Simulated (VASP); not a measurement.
Runs of VASP 6.6.1 on AlAs. The structure is that of space group F-43m (No. 216), or close to it. The cells are those of the table. 

```tsv
cell	gap on the mesh (eV)	pressure (GPa)
a = 3.976 Å, angles 60.0°, 2 atoms	1.28	(b)
a = 4.029 Å, angles 60.0°, 2 atoms	(a)	(c)
a = 4.055 Å, angles 60.0°, 2 atoms	1.38	-1.9
a = 3.949 Å, angles 60.0°, 2 atoms	1.24	4.2
```

Alike in all rows: task single point; level PBEsol; potentials or basis VASP PAW PBE potentials, release 64 (Al, As); no spin polarisation; k mesh 6 × 6 × 6; cutoff (eV) 500; smearing gaussian 0.01 eV.

Question: Estimate the missing entries.

Answer: (a) 1.35; (b) 2.4; (c) -0.6.

Caveats: the PAW data sets were made with another functional, which shifts forces and pressure a little.

A k mesh can miss the band edges, and the runs leave out spin-orbit coupling on As.
